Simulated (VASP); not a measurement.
## Sr: single point with PBEsol

Crystal: Sr.

```
Sr
1.0
    -4.04451    4.04451    3.47877
     4.04451   -4.04451    3.47877
     4.04451    4.04451   -3.47877
Sr
4
Direct
  0.16455 0.66455 0.82910
  0.83545 0.33545 0.17090
  0.66455 0.83545 0.50000
  0.33545 0.16455 0.50000
```

```yaml
Program: VASP 6.6.1
Task: single point
Functional: PBEsol
Potentials_or_basis: VASP PAW PBE potentials, release 64 (Sr_sv)
Cutoff: 520 eV
k_mesh: 4 × 4 × 4
Occupations: methfessel-paxton, width 0.02 eV
Spin: no spin polarisation
```

```yaml
Pressure: -0.1 GPa
Largest_force: 0.168 eV/Å
Band_gap_on_the_k_mesh: zero (bands 20 and 21 overlap by 0.55 eV)
```

Forces in eV/Å, atoms in the order of the input:
```
Sr   0.119  0.119  0.000
Sr  -0.119 -0.119  0.000
Sr  -0.119  0.119  0.000
Sr   0.119 -0.119  0.000
```

Stress tensor (GPa, compression positive):
```
-0.14  0.00  0.00
 0.00 -0.14  0.00
 0.00  0.00 -0.04
```

Levels at points of the mesh, in eV from the Fermi level:
| k point | band 16 | band 17 | band 18 | band 19 | band 20 | band 21 | band 22 | band 23 | band 24 | band 25 |
| --- | --- | --- | --- | --- | --- | --- | --- | --- | --- | --- |
| (0.00, 0.00, 0.00) | -18.41 | -3.57 | -0.13 | 0.15 | 0.16 | 0.21 | 0.21 | 0.43 | 1.15 | 1.15 |
| (0.50, 0.00, 0.00) | -18.42 | -1.98 | -1.98 | -0.55 | -0.55 | 0.33 | 0.33 | 0.79 | 0.79 | 1.30 |
| (0.50, 0.50, 0.00) | -18.41 | -2.47 | -1.89 | -0.14 | 0.12 | 0.13 | 0.14 | 0.27 | 1.12 | 1.42 |
| (0.50, 0.50, 0.50) | -18.43 | -1.40 | -1.40 | -1.07 | -1.05 | -0.39 | 0.17 | 1.07 | 1.20 | 1.20 |

Wall time 90 s on 1 thread of Intel(R) Xeon(R) Platinum 8259CL CPU @ 2.50GHz (Skylake/Cascade Lake) (shared host), peak memory 0.36 GiB.

Caveat: the PAW data sets were made with another functional, which shifts forces and pressure a little.
